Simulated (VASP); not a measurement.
Write the native input for VASP 6.6.1 that does the following.

```yaml
Task: relaxation of cell and atoms
Functional: RPBE
Potentials_or_basis: VASP PAW PBE potentials, release 64 (Te)
Cutoff: 600 eV
k_mesh: 7 × 7 × 5
Occupations: fermi-dirac, width 0.05 eV
Spin: no spin polarisation
Dipole_correction: no
Further_INCAR_settings: ALGO = Normal; EDIFF = 1e-06; IBRION = 2; EDIFFG = -0.01; NSW = 60; ISIF = 3
```

The structure of Te lies in POSCAR:

```
Te
1.0
    4.4540000000      0.0000000000      0.0000000000
   -2.2270000000      3.8572771485      0.0000000000
    0.0000000000      0.0000000000      5.9240000000
Te
3
Direct
    0.7310000000      0.7310000000      0.0000000000
    0.0000000000      0.2690000000      0.6666666667
    0.2690000000      0.0000000000      0.3333333333
```

One way to write it, as run:

INCAR

```
SYSTEM = Te
PREC = Accurate
ENCUT = 600
EDIFF = 1E-6
ISMEAR = -1
SIGMA = 0.05
LREAL = .FALSE.
LASPH = .TRUE.
NELM = 60
ALGO = Normal
ISIF = 3
LWAVE = .FALSE.
LCHARG = .FALSE.
GGA = RP
IBRION = 2
NSW = 60
EDIFFG = -0.01
```

KPOINTS

```
regular mesh
0
G
  7 7 5
  0 0 0
```

Potentials or basis: VASP PAW PBE potentials, release 64 (Te).

The run is started by

```bash
$ cat potpaw_PBE.64/Te/POTCAR > POTCAR
$ mpirun -np 1 vasp_std > vasp.out
```

It gave:

```
Relaxed volume                        : 72.25 Å³/atom
Relaxed cell                          : a = 6.595 Å, b = 6.595 Å, c = 5.755 Å, α = 90.00°, β = 90.00°, γ = 120.00°
Space group after relaxing (to 0.1 Å) : P3_121 (No. 152)
Energy gained by relaxing             : 49.7 meV/atom
Ionic steps                           : 58
Pressure after relaxing               : 0.0 GPa
Band gap on the k mesh                : 1.65 eV (least direct gap 1.66 eV)
```

Caveat: the volume moved by over 15 % at a fixed basis, so the end points are rough; the PAW data sets were made with another functional, which shifts forces and pressure a little; spin-orbit coupling is left out, which moves the levels of the heavy elements; this functional lacks dispersion, which binds layers or chains, so the pressure and a relaxed spacing across them are unreliable.

It took 39 min on 1 thread of Oxide Virtual Turin-like Processor (shared host), peak memory 0.23 GiB.
